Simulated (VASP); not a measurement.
**B: single point with PBE**

The system is B.

```
B
1.0
     2.99371    0.00000    0.00000
    -1.49685    2.59263    0.00000
     0.00000    0.00000    4.04310
B
4
Direct
  0.00000 0.00000 0.25000
  0.00000 0.00000 0.75000
  0.33333 0.66667 0.25000
  0.66667 0.33333 0.75000
```

```
Program                : VASP 6.6.1
Task                   : single point
Functional             : PBE
Potentials or basis    : VASP PAW PBE potentials, release 64 (B)
Cutoff                 : 520 eV
k mesh                 : 15 × 15 × 5
Occupations            : fermi-dirac, width 0.05 eV
Spin                   : no spin polarisation
Dipole correction      : no
Further INCAR settings : ALGO = Normal; EDIFF = 1e-06; NBANDS = 14
```

```json
{"Pressure": "0.1 GPa", "Band gap on the k mesh": "zero (band 6 reaches 6.60 eV, above the bottom of band 7 at 3.08 eV)"}
```

Levels at points of the mesh, in eV from the Fermi level:
```csv
k point,band 2,band 3,band 4,band 5,band 6,band 7,band 8,band 9,band 10,band 11
"(0.00, 0.00, 0.00)",-6.87,-6.41,-0.28,-0.28,1.41,1.41,7.58,7.77,7.97,7.97
```

Run time: 20 s on 1 thread of AMD EPYC 9R45 96-Core Processor (Zen 5), on a shared host, peak memory 0.12 GiB.
